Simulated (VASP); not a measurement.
Write the native input for VASP 6.6.1 that does the following.

* Task: single point
* Functional: PBEsol
* Potentials or basis: VASP PAW PBE potentials, release 64 (Ag, I)
* Cutoff: 520 eV
* k mesh: 12 × 12 × 8
* Occupations: gaussian, width 0.15 eV
* Spin: no spin polarisation
* Dipole correction: no
* Further INCAR settings: ALGO = Normal; EDIFF = 1e-06; NBANDS = 20

The structure of AgI2 lies in POSCAR:

```
AgI2
1.0
    4.0626997374      0.0000000000      0.0000000000
    0.0000000000      4.0626997374      0.0000000000
    0.0000000000      0.0000000000      6.1833107441
Ag I
1 2
Direct
    0.0000000000      0.0000000000      0.5000000000
    0.5000000000      0.0000000000      0.7910272650
    0.0000000000      0.5000000000      0.2089727350
```

These files were run (other wordings do the same):

INCAR

```
ALGO = Normal
EDIFF = 1E-6
ENCUT = 520
GGA = PS
ISIF = 2
ISMEAR = 0
LASPH = True
LCHARG = True
LELF = True
LREAL = False
LVHAR = True
LWAVE = False
NBANDS = 20
NELM = 100
PREC = Accurate
SIGMA = 0.15
```

KPOINTS

```
k-points
0
Gamma
  12 12 8
```

Potentials or basis: VASP PAW PBE potentials, release 64 (Ag, I).

The run is started by

```console
$ cat potpaw_PBE.64/Ag/POTCAR potpaw_PBE.64/I/POTCAR > POTCAR
$ mpirun -np 1 vasp_std > vasp.out
```

It gave:

```yaml
Pressure: 0.0 GPa
Largest_force: 0.008 eV/Å
Band_gap_on_the_k_mesh: zero (an odd number of electrons rules out a gap without spin polarisation)
```

Caveat: the PAW data sets were made with another functional, which shifts forces and pressure a little; spin-orbit coupling is left out, which moves the levels of the heavy elements; an odd number of electrons without spin polarisation forces a metal; a magnetic or distorted state may lie lower.

Wall time 6.5 min on 1 thread of Intel Xeon 8259CL (shared host), peak memory 0.4 GiB.
